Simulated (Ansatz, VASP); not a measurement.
**Two plane-wave programs on Co**

File INCAR:

```
SYSTEM = Co
ALGO = Normal ; EDIFF = 1E-6
ENCUT = 600 ; GGA = PE
GGA_COMPAT = .FALSE. ; ISIF = 2
ISMEAR = -1 ; LASPH = .TRUE.
LCHARG = .FALSE. ; LREAL = .FALSE.
LWAVE = .FALSE. ; NBANDS = 10
NELM = 120 ; PREC = Accurate
SIGMA = 0.1
```

KPOINTS

```
k-points
0
G
  18 18 18
  0 0 0
```

File POSCAR:

```
Co
1.0
    0.0000000000      1.7954695240      1.7954695240
    1.7954695240      0.0000000000      1.7954695240
    1.7954695240      1.7954695240      0.0000000000
Co
1
Direct
    0.0000000000      0.0000000000      0.0000000000
```

Input for Ansatz:

```yaml
crystal:
  lattice:
    - [0.0, 1.795469524, 1.795469524]
    - [1.795469524, 0.0, 1.795469524]
    - [1.795469524, 1.795469524, 0.0]
  atoms:
    - { symbol: Co, position: [0.0, 0.0, 0.0] }
hamiltonian:
  xc: pbe
  pseudopotentials:
    kind: paw
    azcp:
      Co: "pseudopotentials/Co.paw.azcp"
basis:
  ecutwfc: 420
  fft_grid_basis: typed
kpoints:
  mp_grid: { grid: [18, 18, 18], shift: [0, 0, 0] }
magnetization:
  spin_polarized: false
scf:
  occupations: { method: fermi_dirac, width: 0.1 }
  lower_state_search: "off"
output:
  stress: true
  write_density: true
  write_potential: true
  elf: true
  volumetric_format: npy
```

Alike in both runs: task single point; functional PBE; k mesh 18 × 18 × 18; occupations fermi-dirac, width 0.1 eV; no spin polarisation.

|  | VASP | Ansatz |
| --- | --- | --- |
| version | VASP 6.6.1 | Ansatz 0.2.0 |
| potentials or method | VASP PAW PBE potentials, release 64 (Co), cutoff 600 eV | plane waves (420 eV) with PAW, scalar-relativistic |
| valence electrons in the cell | 9 | 17 |

VASP gave:

* pressure (GPa): -21.9

Question: Which values does Ansatz return?

Answer: Pressure (GPa): -21.8.

The functional is the same, so the differences come from potentials, cutoffs and numerics. VASP's potentials hold 9 valence electrons a cell and Ansatz's 17, so a difference there can come from the potentials and not from the codes.
